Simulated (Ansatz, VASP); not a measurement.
ScGa2N3: VASP beside Ansatz

```xyz
6
Lattice="3.2980 0.0000 0.0000 -1.6490 2.8562 0.0000 0.0000 0.0000 8.0998" Properties=species:S:1:pos:R:3 pbc="T T T"
Sc    0.0000    0.0000   -0.0132
Ga    1.6490    0.9521    5.3600
Ga    0.0000    1.9041    2.7571
N     1.6490    0.9521    7.3276
N     0.0000    0.0000    2.1147
N     0.0000    1.9041    4.7283
```

Alike in both runs: functional PBE; k mesh 4 × 4 × 2; occupations gaussian, width 0.15 eV; no spin polarisation.

Ansatz relaxed the structure, and its values are those at the end. VASP's run is a single point on that final structure, the one shown.

```csv
,VASP,Ansatz
version,VASP 6.6.1,Ansatz 0.2.0
potentials or method,"VASP PAW PBE potentials, release 64 (Sc_sv, Ga_d, N), cutoff 520 eV","scalar-relativistic, plane waves, PAW"
valence electrons in the cell,52,52
```

```csv
,VASP,Ansatz,Ansatz less VASP
gap on the k mesh at the Fermi level (eV),1.86,1.86,-0.004
least direct gap on the mesh (eV),1.93,1.92,-0.004
pressure (GPa),0.3,-0.1,-0.41
rms of the force components (eV/Å),0.019,0.016,-0.0033
```

The functional is the same, so the differences come from potentials, cutoffs and numerics.

The k mesh is coarse, so the values compare programs but aren't converged.
